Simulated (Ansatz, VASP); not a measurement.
## Two plane-wave programs on MoS2

File INCAR:

```
PREC     = Accurate       # precision mode
ENCUT    = 500            # plane-wave cutoff, eV
EDIFF    = 1E-6           # SCF threshold, eV
ISMEAR   = -1             # smearing method
SIGMA    = 0.025          # smearing width, eV
LREAL    = F              # projectors in reciprocal space
LASPH    = T              # aspherical terms in the spheres
NELM     = 200            # most SCF steps
ALGO     = Normal         # electronic algorithm
ISIF     = 2              # what is computed and relaxed
LWAVE    = F              # write WAVECAR
LCHARG   = F              # write CHGCAR
LMAXMIX  = 4              # l up to which the mixer works
LDAU     = T              # DFT+U
LDAUTYPE = 2            
LDAUL    = 2 -1           # shell
LDAUU    = 6.2 0          # U, eV
LDAUJ    = 0 0          
LDAUPRINT= 1            
GGA      = RE             # functional
NBANDS   = 20             # bands
GGA_COMPAT= F
```

KPOINTS

```
regular mesh
0
Gamma
  10 10 10
```

File POSCAR:

```
MoS2
1.0
    1.5800000000      0.9122134253      6.1500000000
   -1.5800000000      0.9122134253      6.1500000000
    0.0000000000     -1.8244268506      6.1500000000
Mo S
1 2
Direct
    0.0000000000      0.0000000000      0.0000000000
    0.4170000000      0.4170000000      0.4170000000
    0.2500000000      0.2500000000      0.2500000000
```

The input input.yaml:

```yaml
crystal:
  lattice: { a: 3.16, b: 3.16, c: 18.45, alpha: 90.0, beta: 90.0, gamma: 120.0 }
  space_group: 160
  reduce_to_primitive: true
  atoms:
    - { symbol: Mo, wyckoff: "3a", position: [0.0, 0.0, 0.0] }
    - { symbol: S, wyckoff: "3a", position: [0.3333333333, 0.6666666667, 0.0836666667] }
    - { symbol: S, wyckoff: "3a", position: [0.0, 0.0, 0.25] }
hamiltonian:
  xc: revpbe
  pseudopotentials: { kind: paw, core: large }
  hubbard: { sites: [{ species: Mo, l: d, u_eff: 6.2 }], double_counting: fll }
kpoints:
  mp_grid: { grid: [10, 10, 10] }
scf:
  occupations: { method: fermi_dirac, width: 0.025 }
output:
  forces: true
  stress: true
  eigenvalues: true
  bader: true
  populations: intrinsic
  write_density: true
  write_potential: true
  elf: true
  volumetric_format: npy
```

Alike in both runs: functional revPBE; k mesh 10 × 10 × 10; occupations fermi-dirac, width 0.025 eV; no spin polarisation; Hubbard terms Mo d U = 6.2 eV.

|  | VASP | Ansatz |
| --- | --- | --- |
| version | VASP 6.6.1 | Ansatz 0.2.0 |
| potentials or method | VASP PAW PBE potentials, release 64 (Mo_sv, S) | Ansatz PAW |
| plane-wave cutoff (eV) | 500 | 420 |
| valence electrons in the cell | 26 | 26 |
| task | single point | atomic charges |

```tsv
	VASP	Ansatz	Ansatz less VASP
gap on the k mesh at the Fermi level (eV)	1.03	0.89	-0.135
least direct gap on the mesh (eV)	1.80	1.50	-0.297
pressure (GPa)	11.2	7.6	-3.62
traceless stress, the component that is largest in VASP (GPa)	1.82	1.08	-0.735
rms of the force components (eV/Å)	0.455	0.240	-0.2147
```

VASP's potentials were made for PBE, not for revPBE. The programs project onto different local orbitals, so the same U acts differently, and such runs can settle in different states. Atom by atom the forces differ by 0.216 eV/Å (rms over components).
